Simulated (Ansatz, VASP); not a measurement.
# One calculation of YAl3N4, two programs

```
CELL_PARAMETERS angstrom
4.63508 0.00000 0.00000
0.00000 4.63508 0.00000
0.00000 0.00000 4.63508
ATOMIC_POSITIONS crystal
Y 0.50000 0.50000 0.50000
Al 0.50000 0.00000 0.00000
Al 0.00000 0.00000 0.50000
Al 0.00000 0.50000 0.00000
N 0.77227 0.22773 0.77227
N 0.77227 0.77227 0.22773
N 0.22773 0.22773 0.22773
N 0.22773 0.77227 0.77227
```

Alike in both runs: functional PBE; k mesh 4 × 4 × 4; occupations gaussian, width 0.1 eV; no spin polarisation.

Ansatz relaxed the structure, and its values are those at the end. VASP's run is a single point on that final structure, the one shown.

|  | VASP | Ansatz |
| --- | --- | --- |
| version | VASP 6.6.1 | Ansatz 0.2.0 |
| potentials or method | VASP PAW PBE potentials, release 64 (Y_sv, Al, N), cutoff 520 eV | scalar-relativistic, plane waves, PAW |
| valence electrons in the cell | 40 | 40 |

Ansatz gave:

- gap on the k mesh at the Fermi level (eV): 2.31
- least direct gap on the mesh (eV): 3.02
- pressure (GPa): -0.4
- rms of the force components (eV/Å): 0.010

**Question.** What did VASP give for the same quantities?

**Answer.** gap on the k mesh at the Fermi level (eV): 2.31; least direct gap on the mesh (eV): 3.02; pressure (GPa): -0.6; rms of the force components (eV/Å): 0.012.

The functional is the same, so the differences come from potentials, cutoffs and numerics.
